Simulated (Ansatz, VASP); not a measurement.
PbO: VASP beside Ansatz

File INCAR:

```
ALGO     = Normal         # electronic algorithm
EDIFF    = 1E-7           # SCF threshold, eV
ENCUT    = 520            # plane-wave cutoff, eV
GGA      = PE             # functional
ISIF     = 2              # what is computed and relaxed
ISMEAR   = -1             # smearing method
LASPH    = True           # aspherical terms in the spheres
LCHARG   = False          # write CHGCAR
LREAL    = False          # projectors in reciprocal space
LWAVE    = False          # write WAVECAR
NBANDS   = 50             # bands
NELM     = 60             # most SCF steps
PREC     = Accurate       # precision mode
SIGMA    = 0.02           # smearing width, eV
```

File KPOINTS:

```
k-points
0
Gamma
  4 6 6
```

File POSCAR:

```
PbO
1.0
    5.9308856117      0.0000000000      0.0000000000
    0.0000000000      5.5012422457      0.0000000000
    0.0000000000      0.0000000000      4.7082397502
Pb O
4 4
Direct
    0.2297951334     -0.0107543641      0.2500000000
    0.7702048666      1.0107543641      0.7500000000
    0.2297951334      0.5107543641      0.7500000000
    0.7702048666      0.4892456359      0.2500000000
    0.8668887855      0.0925092814      0.2500000000
    0.1331112145      0.9074907186      0.7500000000
    0.8668887855      0.4074907186      0.7500000000
    0.1331112145      0.5925092814      0.2500000000
```

Input for Ansatz:

```yaml
crystal:
  lattice:
    - [5.9308856117, 0.0, 0.0]
    - [0.0, 5.5012422457, 0.0]
    - [0.0, 0.0, 4.7082397502]
  atoms:
    - { symbol: Pb, position: [0.2297951334, -0.0107543641, 0.25] }
    - { symbol: Pb, position: [0.7702048666, 1.0107543641, 0.75] }
    - { symbol: Pb, position: [0.2297951334, 0.5107543641, 0.75] }
    - { symbol: Pb, position: [0.7702048666, 0.4892456359, 0.25] }
    - { symbol: O, position: [0.8668887855, 0.0925092814, 0.25] }
    - { symbol: O, position: [0.1331112145, 0.9074907186, 0.75] }
    - { symbol: O, position: [0.8668887855, 0.4074907186, 0.75] }
    - { symbol: O, position: [0.1331112145, 0.5925092814, 0.25] }
kpoints:
  mp_grid: { grid: [4, 6, 6] }
  band_path:
    path:
      - [[0.0, 0.0, 0.0], [0.5, 0.0, 0.0], [0.5, 0.5, 0.0], [0.0, 0.5, 0.0], [0.0, 0.0, 0.0], [0.0, 0.0, 0.5], [0.5, 0.0, 0.5], [0.5, 0.5, 0.5], [0.0, 0.5, 0.5], [0.0, 0.0, 0.5]]
      - [[0.5, 0.0, 0.0], [0.5, 0.0, 0.5]]
      - [[0.0, 0.5, 0.0], [0.0, 0.5, 0.5]]
      - [[0.5, 0.5, 0.0], [0.5, 0.5, 0.5]]
    npoints: 10
hamiltonian:
  xc: pbe
scf:
  occupations: { method: fermi_dirac, width: 0.02 }
  n_extra_bands: 6
output:
  forces: true
  stress: true
  eigenvalues: true
```

Alike in both runs: task single point; functional PBE; k mesh 4 × 6 × 6; occupations fermi-dirac, width 0.02 eV; no spin polarisation.

```csv
,VASP,Ansatz
version,VASP 6.6.1,Ansatz 0.2.0
potentials or method,"VASP PAW PBE potentials, release 64 (Pb_d, O)","plane waves, PAW"
plane-wave cutoff (eV),520,420
valence electrons in the cell,80,80
```

```csv
,VASP,Ansatz,Ansatz less VASP
gap on the k mesh at the Fermi level (eV),2.14,2.14,+0.003
pressure (GPa),4.7,4.6,-0.07
"traceless stress, the component that is largest in VASP (GPa)",0.20,0.19,-0.015
rms of the force components (eV/Å),0.200,0.181,-0.0191
```

Atom by atom the forces differ by 0.019 eV/Å (rms over components).

Spin-orbit coupling is off throughout.
